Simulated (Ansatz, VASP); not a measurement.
# HfTa in VASP and in Ansatz

```
CELL_PARAMETERS angstrom
4.86777 0.00000 0.00000
-2.43389 4.21561 0.00000
0.00000 0.00000 5.45446
ATOMIC_POSITIONS crystal
Hf 0.33333 0.66667 0.75000
Hf 0.66667 0.33333 0.25000
Ta 0.33333 0.66667 0.25000
Ta 0.66667 0.33333 0.75000
```

Alike in both runs: functional PBE; k mesh 12 × 12 × 8; occupations gaussian, width 0.1 eV; no spin polarisation.

Ansatz relaxed the structure, and its values are those at the end. VASP's run is a single point on that final structure, the one shown.

|  | VASP | Ansatz |
| --- | --- | --- |
| version | VASP 6.6.1 | Ansatz 0.2.0 |
| potentials or method | VASP PAW PBE potentials, release 64 (Hf_pv, Ta_pv), cutoff 520 eV | scalar-relativistic, plane waves, PAW |
| valence electrons in the cell | 42 | 78 |

```tsv
	VASP	Ansatz	Ansatz less VASP
gap on the k mesh at the Fermi level (eV)	none	none	-
pressure (GPa)	-0.2	0.0	+0.18
```

A gap of «none» marks a metal or a gap that the smearing closes. The functional is the same, so the differences come from potentials, cutoffs and numerics. VASP's potentials hold 42 valence electrons a cell and Ansatz's 78, so a difference there can come from the potentials and not from the codes.

Neither program's run includes spin-orbit coupling.
